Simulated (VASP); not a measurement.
# NaF (Fm-3m) in VASP: settings compared, part 2 of 2

VASP 6.6.1. The steps go on from the part before.

## Step 3: Single point, PBE

Contents of INCAR:

```
PREC = Accurate
ENCUT = 520
EDIFF = 1E-6
ISMEAR = 0
SIGMA = 0.01
LREAL = F
LASPH = T
NELM = 100
ALGO = Normal
ISIF = 2
LWAVE = F
LCHARG = T
GGA = PE
LELF = T
LVHAR = T
NBANDS = 14
```

Contents of KPOINTS:

```
regular mesh
0
Gamma
  6 6 6
```

Contents of POSCAR:

```
NaF
1.0
    0.0000000000      2.2971680762      2.2971680762
    2.2971680762      0.0000000000      2.2971680762
    2.2971680762      2.2971680762      0.0000000000
Na F
1 1
Direct
    0.0000000000      0.0000000000      0.0000000000
    0.5000000000      0.5000000000      0.5000000000
```

Potentials or basis: VASP PAW PBE potentials, release 64 (Na_pv, F).

On the command line:

```console
cat potpaw_PBE.64/Na_pv/POTCAR potpaw_PBE.64/F/POTCAR > POTCAR
mpirun -np 1 vasp_std > vasp.out
```

It took 7.2 s on 1 thread of Oxide Virtual Turin-like, shared host; peak memory 0.1 GiB.

Results (log left out):

```yaml
Free_energy: -8.5496 eV
Pressure: 3.5 GPa
Band_gap_on_the_k_mesh: 6.44 eV
```

Levels at points of the mesh, in eV from the valence-band top:
| k point | band 4 | band 5 | band 6 | band 7 | band 8 | band 9 | band 10 | band 11 |
| --- | --- | --- | --- | --- | --- | --- | --- | --- |
| (0.00, 0.00, 0.00) | -18.87 | 0.00 | 0.00 | 0.00 | 6.44 | 19.16 | 19.16 | 19.16 |
| (0.50, 0.00, 0.00) | -18.11 | -1.64 | -0.27 | -0.27 | 10.94 | 12.69 | 20.39 | 20.39 |
| (0.50, 0.50, 0.00) | -18.93 | -1.31 | -0.42 | -0.42 | 13.37 | 13.39 | 13.86 | 20.11 |

Caveat: the cell stands under pressure.

## Step 4: Single point, r2SCAN

POSCAR is that of step 3.

Contents of INCAR.step1:

```
SYSTEM = NaF
ALGO = Normal
EDIFF = 1E-4
ENCUT = 520
GGA = PE
ISMEAR = 0
LASPH = .TRUE.
LCHARG = .FALSE.
LREAL = .FALSE.
LWAVE = .TRUE.
NBANDS = 14
NELM = 80
PREC = Accurate
SIGMA = 0.01
```

Contents of INCAR.step2:

```
SYSTEM = NaF
ALGO = Normal
EDIFF = 1E-6
ENCUT = 520
ISIF = 2
ISMEAR = 0
ISTART = 1
LASPH = .TRUE.
LCHARG = .FALSE.
LMIXTAU = .TRUE.
LREAL = .FALSE.
LWAVE = .FALSE.
METAGGA = R2SCAN
NBANDS = 14
NELM = 80
PREC = Accurate
SIGMA = 0.01
```

Contents of KPOINTS:

```
k-points
0
G
  6 6 6
  0 0 0
```

Potentials or basis: VASP PAW PBE potentials, release 64 (Na_pv, F).

On the command line:

```console
cat potpaw_PBE.64/Na_pv/POTCAR potpaw_PBE.64/F/POTCAR > POTCAR
cp INCAR.step1 INCAR
mpirun -np 1 vasp_std > vasp.out
cp INCAR.step2 INCAR
mpirun -np 1 vasp_std > vasp.out
```

OUTCAR:

```text
SYSTEM = NaF
   EDIFF = 1E-6
   ENCUT = 520
   ISIF = 2
   ISMEAR = 0
   ISTART = 1
   LASPH = .TRUE.
   LREAL = .FALSE.
   METAGGA = R2SCAN
   NELM = 80
   PREC = Accurate

 ion  position               nearest neighbor table
   1  0.000  0.000  0.000-   2 2.30   2 2.30   2 2.30   2 2.30   2 2.30   2 2.30
   2  0.500  0.500  0.500-   1 2.30   1 2.30   1 2.30   1 2.30   1 2.30   1 2.30

  LATTYP: Found a face centered cubic cell.
 ALAT       =     4.5943361524

  Lattice vectors:

 A1 = (   0.0000000000,   2.2971680762,   2.2971680762)
 A2 = (   2.2971680762,   0.0000000000,   2.2971680762)
 A3 = (   2.2971680762,   2.2971680762,   0.0000000000)

Analysis of symmetry for initial positions (statically):
=====================================================================
 Subroutine PRICEL returns:
 Original cell was already a primitive cell.

 Routine SETGRP: Setting up the symmetry group for a
 face centered cubic supercell.

 Subroutine GETGRP returns: Found 48 space group operations
 (whereof 48 operations were pure point group operations)
 out of a pool of 48 trial point group operations.

The static configuration has the point symmetry O_h .

[... 165 lines left out ...]
      6      -2.6138      2.00000
      7      -2.6138      2.00000
      8       4.7084      0.00000
      9      17.3594      0.00000
     10      17.3595      0.00000
     11      17.3595      0.00000
     12      20.0710      0.00000
     13      22.7102      0.00000
     14      22.7102      0.00000
[... 241 lines left out ...]
      1     -22.9077      2.00000
      2     -22.1586      2.00000
      3     -22.1138      2.00000
      4     -21.8570      2.00000
      5      -3.7182      2.00000
      6      -3.2775      2.00000
      7      -3.1592      2.00000
      8      11.5177      0.00000
      9      11.6455      0.00000
     10      13.5451      0.00000
     11      16.6573      0.00000
     12      20.4057      0.00000
     13      24.9054      0.00000
     14      25.1095      0.00000

------------------------ aborting loop because EDIFF is reached ----------------------------------------

  FORCE on cell =-STRESS in cart. coord.  units (eV):
  Direction    XX          YY          ZZ          XY          YZ          ZX
  --------------------------------------------------------------------------------------
  -------------------------------------------------------------------------------------
  Total       -0.1276115     -0.1276115     -0.1276115      0.0000000      0.0000000     -0.0000000
  in kB       -8.4331929     -8.4331929     -8.4331929      0.0000000      0.0000000     -0.0000000
  external PRESSURE =      -8.4331929 kB  Pullay stress =       0.0000000 kB

 VOLUME and BASIS-vectors are now :
 -----------------------------------------------------------------------------
  energy-cutoff  :      520.00
  volume of cell :       24.24
      direct lattice vectors                 reciprocal lattice vectors
     0.000000000  2.297168076  2.297168076    -0.217659302  0.217659302  0.217659302
     2.297168076  0.000000000  2.297168076     0.217659302 -0.217659302  0.217659302
     2.297168076  2.297168076  0.000000000     0.217659302  0.217659302 -0.217659302

 POSITION                                       TOTAL-FORCE (eV/Angst)
 -----------------------------------------------------------------------------------
      0.00000      0.00000      0.00000        -0.000000      0.000000      0.000000
      2.29717      2.29717      2.29717         0.000000     -0.000000      0.000000
 -----------------------------------------------------------------------------------
    total drift:                                0.000000     -0.000000      0.000000

  FREE ENERGIE OF THE ION-ELECTRON SYSTEM (eV)
  ---------------------------------------------------
  free  energy   TOTEN  =       -12.6030048772 eV

  energy  without entropy=      -12.6030048772  energy(sigma->0) =      -12.60300488
```

Wall time 32 s (1 thread of Oxide Virtual Turin-like, shared host); peak memory 0.1 GiB.

What came out:

```
Free energy            : -12.6030 eV
Pressure               : -0.8 GPa
Band gap on the k mesh : 7.32 eV
```

Caveat: the PAW data sets were made with another functional, which shifts forces and pressure a little.

## Step 5: Single point, PBE

Contents of INCAR:

```
SYSTEM = NaF
PREC = Accurate
ENCUT = 520
EDIFF = 1E-7
ISMEAR = 0
SIGMA = 0.01
LREAL = .False.
LASPH = .True.
NELM = 100
ALGO = Normal
ISIF = 2
LWAVE = .False.
LCHARG = .False.
GGA = PE
NBANDS = 14
```

Contents of KPOINTS:

```
regular mesh
0
Gamma
  10 10 10
  0 0 0
```

POSCAR is that of step 4.

On the command line:

```console
cat potpaw_PBE.64/Na_pv/POTCAR potpaw_PBE.64/F/POTCAR > POTCAR
mpirun -np 1 vasp_std > vasp.out
```

Wall time 21 s (1 thread of Oxide Virtual Turin-like, shared host); peak memory 0.1 GiB.

The run converged. Its results:

- Free energy: -8.5495 eV
- Pressure: 3.5 GPa
- Band gap on the k mesh: 6.44 eV

Levels at points of the mesh, in eV from the valence-band top:
```
           k point  band 4  band 5  band 6  band 7  band 8  band 9  band 10  band 11
(0.00, 0.00, 0.00)  -18.87    0.00    0.00    0.00    6.44   19.16    19.16    19.16
(0.50, 0.00, 0.00)  -18.11   -1.64   -0.27   -0.27   10.94   12.69    20.39    20.39
(0.50, 0.50, 0.00)  -18.93   -1.31   -0.42   -0.42   13.37   13.39    13.86    20.11
```

Caveat: the cell stands under pressure. A k mesh can miss the band edges.

## Step 6: Single point, HSE06

POSCAR is that of step 5.

Contents of INCAR.step1:

```
SYSTEM = NaF
PREC = Accurate ; ENCUT = 520
EDIFF = 1E-5 ; ISMEAR = 0
SIGMA = 0.01 ; LREAL = .FALSE.
LASPH = .TRUE. ; NELM = 100
ALGO = Normal ; ISIF = 2
LWAVE = .TRUE. ; LCHARG = .FALSE.
GGA = PE ; NBANDS = 14
```

Contents of INCAR.step2:

```
SYSTEM = NaF
PREC = Accurate ; ENCUT = 520
EDIFF = 1E-6 ; ISMEAR = 0
SIGMA = 0.01 ; LREAL = .FALSE.
LASPH = .TRUE. ; NELM = 100
ALGO = Normal ; ISIF = 2
LWAVE = .FALSE. ; LCHARG = .FALSE.
GGA = PE ; LHFCALC = .TRUE.
HFSCREEN = 0.2079 ; PRECFOCK = Normal
ISTART = 1 ; NBANDS = 14
```

Contents of KPOINTS:

```
regular mesh
0
G
  6 6 6
  0 0 0
```

Potentials or basis: VASP PAW PBE potentials, release 64 (Na_pv, F).

On the command line:

```console
cat potpaw_PBE.64/Na_pv/POTCAR potpaw_PBE.64/F/POTCAR > POTCAR
cp INCAR.step1 INCAR
mpirun -np 1 vasp_std > vasp.out
cp INCAR.step2 INCAR
mpirun -np 1 vasp_std > vasp.out
```

OUTCAR:

```text
SYSTEM = NaF
   PREC = Accurate
   ENCUT = 520
   EDIFF = 1E-6
   ISMEAR = 0
   LREAL = .FALSE.
   LASPH = .TRUE.
   NELM = 100
   ISIF = 2
   GGA = PE
   LHFCALC = .TRUE.
   HFSCREEN = 0.2079
   PRECFOCK = Normal
   ISTART = 1

 ion  position               nearest neighbor table
   1  0.000  0.000  0.000-   2 2.30   2 2.30   2 2.30   2 2.30   2 2.30   2 2.30
   2  0.500  0.500  0.500-   1 2.30   1 2.30   1 2.30   1 2.30   1 2.30   1 2.30

  LATTYP: Found a face centered cubic cell.
[... 461 lines left out ...]

  FORCE on cell =-STRESS in cart. coord.  units (eV):
  Direction    XX          YY          ZZ          XY          YZ          ZX
  --------------------------------------------------------------------------------------
  -------------------------------------------------------------------------------------
  Total        0.2479067      0.2479067      0.2479067      0.0000000      0.0000000      0.0000000
  in kB       16.3828877     16.3828877     16.3828877      0.0000000      0.0000000      0.0000000
  external PRESSURE =      16.3828877 kB  Pullay stress =       0.0000000 kB

 VOLUME and BASIS-vectors are now :
 -----------------------------------------------------------------------------
  energy-cutoff  :      520.00
  volume of cell :       24.24
      direct lattice vectors                 reciprocal lattice vectors
     0.000000000  2.297168076  2.297168076    -0.217659302  0.217659302  0.217659302
     2.297168076  0.000000000  2.297168076     0.217659302 -0.217659302  0.217659302
     2.297168076  2.297168076  0.000000000     0.217659302  0.217659302 -0.217659302

 POSITION                                       TOTAL-FORCE (eV/Angst)
 -----------------------------------------------------------------------------------
      0.00000      0.00000      0.00000        -0.000000     -0.000000     -0.000000
      2.29717      2.29717      2.29717         0.000000      0.000000      0.000000
 -----------------------------------------------------------------------------------
    total drift:                               -0.000001     -0.000001     -0.000001

  FREE ENERGIE OF THE ION-ELECTRON SYSTEM (eV)
  ---------------------------------------------------
  free  energy   TOTEN  =       -10.3083588975 eV

  energy  without entropy=      -10.3083588975  energy(sigma->0) =      -10.30835890
```

Wall time 19 min (1 thread of Oxide Virtual Turin-like, shared host); peak memory 0.2 GiB.

What came out:

* Free energy: -10.3084 eV
* Pressure: 1.6 GPa
* Band gap on the k mesh: 8.60 eV

Caveat: the PAW data sets were made with another functional, which shifts forces and pressure a little.

## Step 7: Summary

| level | k mesh | grid for exact exchange (PRECFOCK) | share of exact exchange | screening parameter | gap on the mesh (eV) | pressure (GPa) |
| --- | --- | --- | --- | --- | --- | --- |
| PBE | 6 × 6 × 6 | - | - | - | 6.44 | 3.5 |
| r2SCAN | 6 × 6 × 6 | - | - | - | 7.32 | -0.8 |
| PBE | 10 × 10 × 10 | - | - | - | 6.44 | 3.5 |
| HSE06 | 6 × 6 × 6 | Normal | 0.25 | 0.2079 1/Å | 8.60 | 1.6 |

Alike in all rows: task single point; potentials or basis VASP PAW PBE potentials, release 64 (Na_pv, F); no spin polarisation; cell as given; cutoff (eV) 520; smearing gaussian 0.01 eV.

On the cell as given the gap runs from 6.44 eV (PBE) to 8.60 eV (HSE06); the meshes differ, which moves gaps too. The pressure there spans -0.8 GPa (r2SCAN) to 3.5 GPa (PBE); a positive pressure means that this level wants a larger cell, a negative one a smaller.

Caveats: the cell stands under pressure (at least some runs); the PAW data sets were made with another functional, which shifts forces and pressure a little (at least some runs).

Total energies depend on the potentials used, so only differences within one code and one set of settings carry meaning.
